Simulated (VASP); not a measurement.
Here is a VASP 6.6.1 calculation.

POSCAR

```
SnSe
1.0
    0.0000000000      3.2699036899      2.5505248782
    3.2699036899      0.0000000000      2.5505248782
    3.2699036899      3.2699036899      0.0000000000
Sn Se
1 1
Direct
    0.0000000000      0.0000000000      0.0000000000
    0.5000000000      0.5000000000      0.5000000000
```

Contents of INCAR.step1:

```
ALGO = Normal
EDIFF = 1E-4
ENCUT = 520
GGA = PE
ISMEAR = 0
LASPH = True
LCHARG = False
LREAL = False
LWAVE = True
NBANDS = 17
NELM = 60
PREC = Accurate
SIGMA = 0.05
```

Contents of INCAR.step2:

```
ALGO = Normal
EDIFF = 1E-7
ENCUT = 520
ISIF = 2
ISMEAR = 0
ISTART = 1
LASPH = True
LCHARG = False
LMIXTAU = True
LREAL = False
LWAVE = False
METAGGA = R2SCAN
NBANDS = 17
NELM = 60
PREC = Accurate
SIGMA = 0.05
```

KPOINTS

```
k-points
0
Gamma
  12 12 12
```

Potentials or basis: VASP PAW PBE potentials, release 64 (Sn_d, Se).

Command:

```bash
$ cat potpaw_PBE.64/Sn_d/POTCAR potpaw_PBE.64/Se/POTCAR > POTCAR
$ cp INCAR.step1 INCAR
$ mpirun -np 1 vasp_std > vasp.out
$ cp INCAR.step2 INCAR
$ mpirun -np 1 vasp_std > vasp.out
```

Problem. Estimate the pressure.

Solution. 7.5 GPa.

Problem. Predict the band gap on the k mesh.

Solution. Zero (band 10 reaches 6.66 eV, above the bottom of band 11 at 5.90 eV).

Stress tensor (GPa, compression positive):
```
-4.11  0.00  0.00
 0.00 -4.11  0.00
 0.00  0.00 30.86
```

Caveat: the PAW data sets were made with another functional, which shifts forces and pressure a little; spin-orbit coupling is left out, which moves the levels of the heavy elements.
